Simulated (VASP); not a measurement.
Input of a VASP 6.6.1 run:

INCAR

```
SYSTEM = CdS
PREC = Accurate
ENCUT = 500
EDIFF = 1E-6
ISMEAR = -1
SIGMA = 0.02
LREAL = .FALSE.
LASPH = .TRUE.
NELM = 120
ALGO = Normal
ISIF = 2
LWAVE = .FALSE.
LCHARG = .TRUE.
GGA = PE
LELF = .TRUE.
LVHAR = .TRUE.
NBANDS = 16
GGA_COMPAT = .FALSE.
```

The input KPOINTS:

```
regular mesh
0
G
  8 8 8
  0 0 0
```

File POSCAR:

```
CdS
1.0
    0.0000000000      2.9392148430      2.8216462493
    2.9392148430      0.0000000000      2.8216462493
    2.9392148430      2.9392148430      0.0000000000
Cd S
1 1
Direct
    0.0000000000      0.0000000000      0.0000000000
    0.2500000000      0.2500000000      0.2500000000
```

Potentials or basis: VASP PAW PBE potentials, release 64 (Cd, S).

Run with:

```console
$ cat potpaw_PBE.64/Cd/POTCAR potpaw_PBE.64/S/POTCAR > POTCAR
$ mpirun -np 1 vasp_std > vasp.out
```

Task: Predict the pressure.

Result: 4.4 GPa.

Task: Estimate the band gap on the k mesh.

Result: 1.11 eV.

Stress tensor (GPa, compression positive):
```
4.20 0.00 0.00
0.00 4.20 0.00
0.00 0.00 4.74
```

Caveat: the cell differs from its parent crystal (uniaxial z strain -4.0%); the cell stands under pressure.
